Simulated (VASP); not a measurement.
The system is B.

```xyz
12
Lattice="2.4495 1.4142 4.1820 -2.4495 1.4142 4.1820 0.0000 -2.8284 4.1820" Properties=species:S:1:pos:R:3 pbc="T T T"
B    -1.5770    0.9105    2.8213
B     0.0000   -1.8210    2.8213
B     1.5770    0.9105    2.8213
B     1.5770   -0.9105    9.7249
B    -1.5770   -0.9105    9.7249
B     0.0000    1.8210    9.7249
B    -1.0033    0.5793    4.4860
B     0.0000   -1.1585    4.4860
B     1.0033    0.5793    4.4860
B     1.0033   -0.5793    8.0601
B    -1.0033   -0.5793    8.0601
B     0.0000    1.1585    8.0601
```

- Program: VASP 6.6.1
- Task: relaxation of cell and atoms
- Functional: PBE
- Dispersion: D3(BJ)
- Potentials or basis: VASP PAW PBE potentials, release 64 (B)
- Cutoff: 600 eV
- k mesh: 9 × 9 × 9
- Occupations: gaussian, width 0.02 eV
- Spin: no spin polarisation

At the start: pressure -4.6 GPa; volume 7.24 Å³/atom.

Problem. How do energy, volume and symmetry change on relaxing?

Solution. Over 9 steps the energy falls by 2.4 meV/atom and the volume is 7.08 Å³/atom (-2.2 %); space group R-3m (No. 166, to 0.1 Å) before and after.

Step by step:
```csv
step,energy change (eV),largest force (eV/Å),pressure (GPa),volume (Å³)
1,0.0000,0.0275,-4.59,86.92
2,-0.0191,0.2260,2.53,84.34
3,-0.0254,0.1597,0.10,85.18
4,-0.0279,0.0652,-0.01,84.97
5,-0.0282,0.0459,0.01,85.03
6,-0.0284,0.0496,0.00,85.01
7,-0.0284,0.0201,0.00,85.02
8,-0.0285,0.0075,-0.01,85.02
9,-0.0285,0.0025,-0.01,85.02
```

Final structure:
```
B
1.0
     2.43059    1.40330    4.15424
    -2.43059    1.40330    4.15424
     0.00000   -2.80661    4.15424
B
12
Direct
  0.01063 0.65350 0.01063
  0.01063 0.01063 0.65350
  0.65350 0.01063 0.01063
  0.98937 0.34650 0.98937
  0.34650 0.98937 0.98937
  0.98937 0.98937 0.34650
  0.22197 0.62933 0.22197
  0.22197 0.22197 0.62933
  0.62933 0.22197 0.22197
  0.77803 0.37067 0.77803
  0.37067 0.77803 0.77803
  0.77803 0.77803 0.37067
```
